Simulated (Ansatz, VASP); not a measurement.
## AlN in VASP and in Ansatz

```xyz
2
Lattice="0.0000 2.2013 2.2013 2.2013 0.0000 2.2013 2.2013 2.2013 0.0000" Properties=species:S:1:pos:R:3 pbc="T T T"
Al    0.0378    0.0000    0.0000
N     3.2291    3.3019    3.3019
```

Change from the starting cell: mode 4 frozen in at -0.073 Å and mode 5 at +0.000 Å (largest displacements).

Alike in both runs: task single point; functional PBE; k mesh 10 × 10 × 10; occupations gaussian, width 0.05 eV; no spin polarisation.

```csv
,VASP,Ansatz
version,VASP 6.6.1,Ansatz 0.2.0
potentials or method,"VASP PAW PBE potentials, release 64 (Al, N), cutoff 520 eV","scalar-relativistic, plane waves, PAW"
valence electrons in the cell,8,8
```

Ansatz gave:

| Item | Value |
| --- | --- |
| gap on the k mesh at the Fermi level (eV) | 3.03 |
| least direct gap on the mesh (eV) | 3.68 |
| pressure (GPa) | 1.4 |
| traceless stress, the component that is largest in VASP (GPa) | -6.79 |
| rms of the force components (eV/Å) | 0.863 |

**Question.** Estimate VASP's values.

**Answer.** gap on the k mesh at the Fermi level (eV): 3.02; least direct gap on the mesh (eV): 3.69; pressure (GPa): 1.2; traceless stress, the component that is largest in VASP (GPa): -6.81; rms of the force components (eV/Å): 0.865.

Atom by atom the forces differ by 0.002 eV/Å (rms over components). With one functional, cell and mesh, what is left measures potentials, basis and numerics.
